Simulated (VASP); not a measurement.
# Pb (P-1) in VASP: single point with PBE

Aim: the single point of Pb with PBE.

Program: VASP 6.6.1. These are calculated values, not measurements. Logs are shortened: lines on timing, memory, paths and dates and some standing lists are left out, and cuts for length are marked.

### 1 The cell of the first run

The typed cell holds 2 atoms: a = 3.518 Å, b = 3.515 Å, c = 5.701 Å, α = 85.75°, β = 92.63°, γ = 119.76°.

### 2 Single point, PBE (atoms moved at random and the cell strained at random)

Contents of INCAR:

```
PREC = Accurate
ENCUT = 520
EDIFF = 1E-6
ISMEAR = 0
SIGMA = 0.1
LREAL = F
LASPH = T
NELM = 100
ALGO = Normal
ISIF = 2
LWAVE = F
LCHARG = T
GGA = PE
LELF = T
LVHAR = T
NBANDS = 21
```

Contents of KPOINTS:

```
Automatic mesh
0
Gamma
  12 12 8
```

Contents of POSCAR:

```
Pb
1.0
    3.5173062980      0.0093264019     -0.0812928161
   -1.7505762481      3.0456929580      0.1310594782
   -0.1305824000      0.1677000000      5.6967131000
Pb
2
Direct
    0.3053161093      0.5979885431      0.2747728086
    0.6946838907      0.4020114569      0.7252271914
```

Potentials or basis: VASP PAW PBE potentials, release 64 (Pb_d).

Launch:

```sh
$ cat potpaw_PBE.64/Pb_d/POTCAR > POTCAR
$ mpirun -np 1 vasp_std > vasp.out
```

OUTCAR:

```text
PREC = Accurate
   ENCUT = 520
   EDIFF = 1E-6
   ISMEAR = 0
   LREAL = F
   LASPH = T
   NELM = 100
   ISIF = 2
   GGA = PE

 ion  position               nearest neighbor table
   1  0.305  0.598  0.275-   2 3.05   2 3.23   2 3.62   2 3.66   2 3.72   2 3.86
   2  0.695  0.402  0.725-   1 3.05   1 3.23   1 3.62   1 3.66   1 3.72   1 3.86

  LATTYP: Found a triclinic cell.
 ALAT       =     8.6212829732
 B/A-ratio  =     1.0783436799
 C/A-ratio  =     1.3953233769
 COS(alpha) =     0.0035454003
 COS(beta)  =     0.6783750954
 COS(gamma) =     0.7343840688

  Lattice vectors:

 A1 = (   5.3984649461,  -3.2040665561,  -5.9090653943)
 A2 = (   8.7851888441,  -3.0270401542,  -0.2936451104)
 A3 = (  -1.5055652499,  -3.3904193599, -11.4431928621)

Analysis of symmetry for initial positions (statically):
=====================================================================
 Subroutine PRICEL returns:
 Original cell was already a primitive cell.

 Routine SETGRP: Setting up the symmetry group for a
 triclinic supercell.

 Subroutine GETGRP returns: Found  2 space group operations
 (whereof  2 operations were pure point group operations)
 out of a pool of  2 trial point group operations.

The static configuration has the point symmetry S_2 .

Analysis of symmetry for dynamics (positions and initial velocities):
=====================================================================
 Subroutine PRICEL returns:
 Original cell was already a primitive cell.

 Routine SETGRP: Setting up the symmetry group for a
 triclinic supercell.

 Subroutine GETGRP returns: Found  2 space group operations
 (whereof  2 operations were pure point group operations)
 out of a pool of  2 trial point group operations.

The dynamic configuration has the point symmetry S_2 .

 Subroutine INISYM returns: Found  2 space group operations
 (whereof  2 operations are pure point group operations),
 and found     1 'primitive' translations

----------------------------------------------------------------------------------------

                                     Primitive cell

[... 75 lines left out ...]
   dimension x,y,z NGX =    28 NGY =   28 NGZ =   42
   dimension x,y,z NGXF=    56 NGYF=   56 NGZF=   84
   ions per type =               2
   NGX,Y,Z   is equivalent  to a cutoff of  13.23, 13.24, 12.25 a.u.
   NGXF,Y,Z  is equivalent  to a cutoff of  26.46, 26.48, 24.50 a.u.
 SYSTEM =  unknown system
   PREC   = accura    normal or accurate (medium, high low for compatibility)
   ISTART =      0    job   : 0-new  1-cont  2-samecut
   ICHARG =      2    charge: 1-file 2-atom 10-const
   ISPIN  =      1    spin polarized calculation?
   LNONCOLLINEAR =      F non collinear calculations
   LSORBIT =      F    spin-orbit coupling
   LASPH  =      T    aspherical Exc in radial PAW
   ENCUT  =  520.0 eV  38.22 Ry    6.18 a.u.   6.54  6.54 10.60*2*pi/ulx,y,z
   NELM   =    100;   NELMIN=  2; NELMDL= -5     # of ELM steps
   EDIFF  = 0.1E-05   stopping-criterion for ELM
   LREAL  =      F    real-space projection
   EDIFFG = 0.1E-04   stopping-criterion for IOM
   NSW    =      0    number of steps for IOM
   IBRION =     -1    ionic relax: 0-MD 1-quasi-New 2-CG
   NFREE  =      0    steps in history (QN), initial steepest desc. (CG)
   ISIF   =      2    stress and relaxation
   ISYM   =      2    0-nonsym 1-usesym 2-fastsym
   POTIM  = 0.5000    time-step for ionic-motion
   TEBEG  =    0.0;   TEEND  =   0.0 temperature during run
   PSTRESS=    0.0 pullay stress
   NELECT =      28.0000    total number of electrons
   NUPDOWN=      -1.0000    fix difference up-down
   EMIN   =  10.00;   EMAX   =-10.00  energy-range for DOS
   EFERMI =   0.00;   METHOD = LEGACY
   ISMEAR =     0;   SIGMA  =   0.10  broadening in eV -4-tet -1-fermi 0-gaus
   EFERMI_NEDOS =   21; number of points for ismear=-14 and -15
   IALGO  =     38    algorithm
   IMIX   =      4    mixing-type and parameters
     AMIX     =   0.40;   BMIX     =  1.00
     AMIX_MAG =   1.60;   BMIX_MAG =  1.00
  volume/ion in A,a.u.               =      30.52       205.94
  Fermi-wavevector in a.u.,A,eV,Ry     =   1.262614  2.385994 21.690318  1.594193
  Thomas-Fermi vector in A             =   2.396013
   LORBIT       =      0    0 simple, 1 ext, 2 COOP (PROOUT), +10 PAW based schemes
   GGA     = PE    functional components
   LHFCALC =     F    Hartree Fock is set to
   AEXX    =    0.0000 exact exchange contribution
   IVDW    =     0    specifies the selected vdW correction
   LEPSILON=     F    determine dielectric tensor
   LRPA    =     F    only Hartree local field effects (RPA)
 non-spin polarized calculation
 Gauss-broadening in eV      SIGMA  =   0.10
  energy-cutoff  :      520.00
  volume of cell :       61.03
 maximum number of plane-waves:      1668
 NGX is ok and might be reduce to    28
   NGX = 13   NGY = 13   NGZ = 21

 number of electron      28.0000000 magnetization

 Free energy of the ion-electron system (eV)
  ---------------------------------------------------
  ext. energy  EPLUGINS =         0.00000000
  ---------------------------------------------------
  free energy    TOTEN  =        -6.91021566 eV

  energy without entropy =       -6.90432138  energy(sigma->0) =       -6.90726852

 E-fermi :   7.1589     XC(G=0): -10.1241

 val. band max:        7.1548568086   @ k =   0.5000  -0.1667   0.2500
 cond. band min:       7.1600435669   @ k =   0.4167   0.4167  -0.0000
 fundamental gap:      0.0051867583
 Fermi energy:         7.1589151791

 k-point     1 :       0.0000    0.0000    0.0000
  band No.  band energies     occupation
      1     -10.0182      2.00000
      2      -9.9767      2.00000
      3      -9.9242      2.00000
      4      -9.8952      2.00000
      5      -9.8247      2.00000
      6      -9.8193      2.00000
[... 565 lines left out ...]
     20      16.3342      0.00000
     21      19.5605      0.00000

 [... further k-points ...]
[... 5 lines left out ...]
  --------------------------------------------------------------------------------------
  -------------------------------------------------------------------------------------
  Total        1.5381973      0.4046786      2.2608579     -0.0939003     -0.4717675      0.5991996
  in kB       40.3786319     10.6230645     59.3489229     -2.4649415    -12.3841887     15.7293609
  external PRESSURE =      36.7835398 kB  Pullay stress =       0.0000000 kB

 VOLUME and BASIS-vectors are now :
 -----------------------------------------------------------------------------
  energy-cutoff  :      520.00
  volume of cell :       61.03
      direct lattice vectors                 reciprocal lattice vectors
     3.517306298  0.009326402 -0.081292816     0.283915408  0.163112943  0.001706302
    -1.750576248  3.045692958  0.131059478    -0.001093862  0.328120511 -0.009684295
    -0.130582400  0.167700000  5.696713100     0.004076674 -0.005221150  0.175786969

 POSITION                                       TOTAL-FORCE (eV/Angst)
 -----------------------------------------------------------------------------------
     -0.00881      1.87022      1.61885        -0.228698      0.177463     -0.954379
      1.64496      1.35250      4.12763         0.228698     -0.177463      0.954379
 -----------------------------------------------------------------------------------
    total drift:                               -0.000000      0.000000     -0.000000

  FREE ENERGIE OF THE ION-ELECTRON SYSTEM (eV)
  ---------------------------------------------------
  free  energy   TOTEN  =        -6.9102156628 eV

  energy  without entropy=       -6.9043213781  energy(sigma->0) =       -6.90726852
```

OSZICAR:

```text
N       E                     dE             d eps       ncg     rms          rms(c)
DAV:   1     0.295996808132E+03    0.29600E+03   -0.14307E+04 24401   0.163E+03
DAV:   2     0.143788221477E+02   -0.28162E+03   -0.27525E+03 24570   0.408E+02
DAV:   3    -0.625650299552E+01   -0.20635E+02   -0.20417E+02 29213   0.136E+02
DAV:   4    -0.690484013898E+01   -0.64834E+00   -0.64800E+00 29019   0.276E+01
DAV:   5    -0.693709738626E+01   -0.32257E-01   -0.32256E-01 33771   0.564E+00    0.841E-01
DAV:   6    -0.691598497282E+01    0.21112E-01   -0.39963E-02 35615   0.259E+00    0.428E-01
DAV:   7    -0.691039524588E+01    0.55897E-02   -0.15980E-02 34081   0.167E+00    0.134E-01
DAV:   8    -0.691021835010E+01    0.17690E-03   -0.13582E-03 33023   0.477E-01    0.152E-02
DAV:   9    -0.691021616075E+01    0.21893E-05   -0.69257E-05 33602   0.115E-01    0.863E-03
DAV:  10    -0.691021566285E+01    0.49790E-06   -0.74733E-06 32529   0.344E-02
   1 F= -.69102157E+01 E0= -.69072685E+01  d E =-.589428E-02
```

Run time: 5.9 min. Hardware: 1 thread of Intel Xeon Platinum 8488C (Sapphire Rapids), shared host; peak memory 0.63 GiB.

Results:

| Property | Result |
| --- | --- |
| Free energy | -6.9102 eV |
| Pressure | 3.7 GPa |
| Largest force | 0.997 eV/Å |
| Band gap on the k mesh | zero (band 14 reaches 12.13 eV, above the bottom of band 15 at 5.11 eV) |

Forces in eV/Å, atoms in the order of the input:
```
Pb  -0.229  0.177 -0.954
Pb   0.229 -0.177  0.954
```

Stress tensor (GPa, compression positive):
```
 4.04 -0.25  1.57
-0.25  1.06 -1.24
 1.57 -1.24  5.93
```

Levels at points of the mesh, in eV from the Fermi level:
```tsv
k point	band 10	band 11	band 12	band 13	band 14	band 15	band 16	band 17	band 18	band 19
(0.00, 0.00, 0.00)	-16.68	-11.86	-7.88	-4.01	4.85	6.14	6.19	7.60	8.28	9.06
(0.50, 0.00, 0.00)	-16.72	-8.31	-7.40	-2.60	-1.58	-0.01	1.47	2.34	4.35	7.14
(0.00, 0.50, 0.00)	-16.67	-8.88	-6.23	-3.67	-1.18	-0.79	1.90	3.10	5.40	6.20
(0.50, 0.50, 0.00)	-16.75	-7.99	-7.70	-2.37	-1.98	0.59	1.28	2.10	4.54	6.99
(0.00, 0.00, 0.50)	-16.73	-11.20	-9.78	0.47	1.59	5.52	5.93	6.60	6.98	9.26
(0.50, 0.00, 0.50)	-16.68	-7.91	-7.27	-3.89	-3.47	2.97	3.02	3.86	4.67	6.94
(0.00, 0.50, 0.50)	-16.73	-8.42	-6.97	-3.79	-2.75	2.65	2.76	3.62	4.22	7.23
(0.50, 0.50, 0.50)	-16.71	-7.76	-7.35	-3.66	-3.65	2.78	2.91	4.01	4.62	6.70
```

Caveat: the cell differs from its parent crystal (atoms moved at random and the cell strained at random); spin-orbit coupling is left out, which moves the levels of the heavy elements.
